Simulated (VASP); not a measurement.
# Pb: single point with r2SCAN0

Crystal: Pb.

```
Pb
1.0
     0.00000    2.49141    2.49141
     2.49141    0.00000    2.49141
     2.49141    2.49141    0.00000
Pb
1
Direct
  0.00000 0.00000 0.00000
```

```json
{
 "Program": "VASP 6.6.1",
 "Task": "single point",
 "Functional": "r2SCAN0",
 "Potentials or basis": "VASP PAW PBE potentials, release 64 (Pb_d)",
 "Cutoff": "520 eV",
 "k mesh": "5 × 5 × 5",
 "Occupations": "fermi-dirac, width 0.05 eV",
 "Spin": "no spin polarisation",
 "Dipole correction": "no",
 "Grid for exact exchange (PRECFOCK)": "Normal",
 "Further INCAR settings": "ALGO = Normal; EDIFF = 1e-06; NBANDS = 13",
 "Share of exact exchange": "0.25"
}
```

```json
{
  "Pressure": "-1.2 GPa",
  "Band gap on the k mesh": "zero (bands 7 and 8 overlap by 9.60 eV)"
}
```

Levels at points of the mesh, in eV from the Fermi level:
| k point | band 4 | band 5 | band 6 | band 7 | band 8 | band 9 | band 10 | band 11 |
| --- | --- | --- | --- | --- | --- | --- | --- | --- |
| (0.00, 0.00, 0.00) | -19.26 | -19.26 | -13.34 | 9.09 | 9.09 | 9.09 | 11.78 | 13.42 |

Run time: 8.4 min on 1 thread of AMD EPYC 7R13 Processor (Zen 3) (shared host), peak memory 0.14 GiB.

Caveat: the k points lie up to 0.44 Å⁻¹ apart, too coarse for converged energies and pressures of a metal; the PAW data sets were made with another functional, which shifts forces and pressure a little; spin-orbit coupling is left out, which moves the levels of the heavy elements.
